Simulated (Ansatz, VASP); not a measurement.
## Cd4Se3: VASP beside Ansatz

Contents of INCAR:

```
SYSTEM = Cd4Se3
  ALGO = Normal
  EDIFF = 1E-6
  ENCUT = 520
  GGA = PE
  ISIF = 2
  ISMEAR = 0
  LASPH = .TRUE.
  LCHARG = .FALSE.
  LREAL = .FALSE.
  LWAVE = .FALSE.
  NBANDS = 42
  NELM = 60
  PREC = Accurate
  SIGMA = 0.2
```

File KPOINTS:

```
k-points
0
G
  6 6 2
  0 0 0
```

POSCAR

```
Cd4Se3
1.0
    4.2928118077      0.0000000000      0.0000000000
   -2.1464059039      3.7176840791      0.0000000000
    0.0000000000      0.0000000000     13.0988495072
Cd Se
4 3
Direct
    0.0000000000      0.0000000000      0.7644915121
    0.6666666667      0.3333333333      0.4823206163
    0.3333333333      0.6666666667      0.2047214227
    0.6666666667      0.3333333333      0.9143487939
    0.0000000000      0.0000000000      0.5568838952
    0.6666666667      0.3333333333      0.2792572677
    0.3333333333      0.6666666667      0.0009764920
```

Input for Ansatz:

```yaml
crystal:
  lattice:
    - [4.2928118077, 0.0, 0.0]
    - [-2.1464059039, 3.7176840791, 0.0]
    - [0.0, 0.0, 13.0988495072]
  atoms:
    - { symbol: Cd, position: [0.0, 0.0, 0.7644915121] }
    - { symbol: Cd, position: [0.6666666667, 0.3333333333, 0.4823206163] }
    - { symbol: Cd, position: [0.3333333333, 0.6666666667, 0.2047214227] }
    - { symbol: Cd, position: [0.6666666667, 0.3333333333, 0.9143487939] }
    - { symbol: Se, position: [0.0, 0.0, 0.5568838952] }
    - { symbol: Se, position: [0.6666666667, 0.3333333333, 0.2792572677] }
    - { symbol: Se, position: [0.3333333333, 0.6666666667, 0.000976492] }
basis:
  ecutwfc: 420
kpoints:
  mp_grid: { grid: [6, 6, 2] }
hamiltonian:
  xc: pbe
scf:
  occupations: { method: gaussian, width: 0.2 }
  lower_state_search: "off"
output:
  forces: true
  stress: true
  eigenvalues: true
```

Alike in both runs: task single point; functional PBE; k mesh 6 × 6 × 2; occupations gaussian, width 0.2 eV; no spin polarisation.

|  | VASP | Ansatz |
| --- | --- | --- |
| version | VASP 6.6.1 | Ansatz 0.2.0 |
| potentials or method | VASP PAW PBE potentials, release 64 (Cd, Se), cutoff 520 eV | scalar-relativistic, plane waves, PAW |
| valence electrons in the cell | 66 | 128 |

Ansatz gave:

```
gap on the k mesh at the Fermi level (eV)                     : none
pressure (GPa)                                                : 0.0
traceless stress, the component that is largest in VASP (GPa) : -0.07
rms of the force components (eV/Å)                            : 0.005
```

Question: What did VASP give for the same quantities?

Answer: gap on the k mesh at the Fermi level (eV): none; pressure (GPa): 0.2; traceless stress, the component that is largest in VASP (GPa): -0.06; rms of the force components (eV/Å): 0.006.

Atom by atom the forces differ by 0.005 eV/Å (rms over components). A gap of «none» marks a metal or a gap that the smearing closes. VASP's potentials hold 66 valence electrons a cell and Ansatz's 128, so a difference there can come from the potentials and not from the codes.
